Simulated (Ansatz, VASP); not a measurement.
**Tl in VASP and in Ansatz**

File INCAR:

```
ALGO = Fast ; EDIFF = 1E-7
ENCUT = 520 ; GGA = CA
ISIF = 2 ; ISMEAR = 0
LASPH = True ; LCHARG = False
LREAL = False ; LWAVE = False
NBANDS = 12 ; NELM = 60
PREC = Accurate ; SIGMA = 0.15
```

File KPOINTS:

```
k-points
0
Gamma
  16 16 16
```

Contents of POSCAR:

```
Tl
1.0
    0.0000000000      2.4910046453      2.4663412330
    2.4663412330      0.0000000000      2.4663412330
    2.4663412330      2.4910046453      0.0000000000
Tl
1
Direct
    0.0000000000      0.0000000000      0.0000000000
```

Input for Ansatz:

```yaml
crystal:
  lattice:
    - [0.0, 2.4910046453, 2.466341233]
    - [2.466341233, 0.0, 2.466341233]
    - [2.466341233, 2.4910046453, 0.0]
  atoms:
    - { symbol: Tl, position: [0.0, 0.0, 0.0] }
basis:
  ecutwfc: 420
kpoints:
  mp_grid: { grid: [16, 16, 16] }
hamiltonian:
  xc: lda
scf:
  occupations: { method: gaussian, width: 0.15 }
output:
  forces: true
  stress: true
  eigenvalues: true
```

Change from the starting cell: strain +0.0100 x Voigt [0, 1, 0, 0, 0, 0], atoms carried along.

Alike in both runs: task single point; functional LDA; k mesh 16 × 16 × 16; occupations gaussian, width 0.15 eV; no spin polarisation.

|  | VASP | Ansatz |
| --- | --- | --- |
| version | VASP 6.6.1 | Ansatz 0.2.0 |
| potentials or method | VASP PAW LDA potentials, release 64 (Tl_d), cutoff 520 eV | scalar-relativistic, plane waves, PAW |
| valence electrons in the cell | 13 | 13 |

Ansatz gave:

| Item | Value |
| --- | --- |
| gap on the k mesh at the Fermi level (eV) | none |
| pressure (GPa) | -3.7 |
| traceless stress, the component that is largest in VASP (GPa) | 0.07 |

Which values does VASP return?

gap on the k mesh at the Fermi level (eV): none; pressure (GPa): -3.7; traceless stress, the component that is largest in VASP (GPa): 0.06.

LDA's correlation is that of Perdew and Zunger in VASP and of Perdew and Wang (1992) in Ansatz. A gap of «none» marks a metal or a gap that the smearing closes.

Spin-orbit coupling is off throughout.
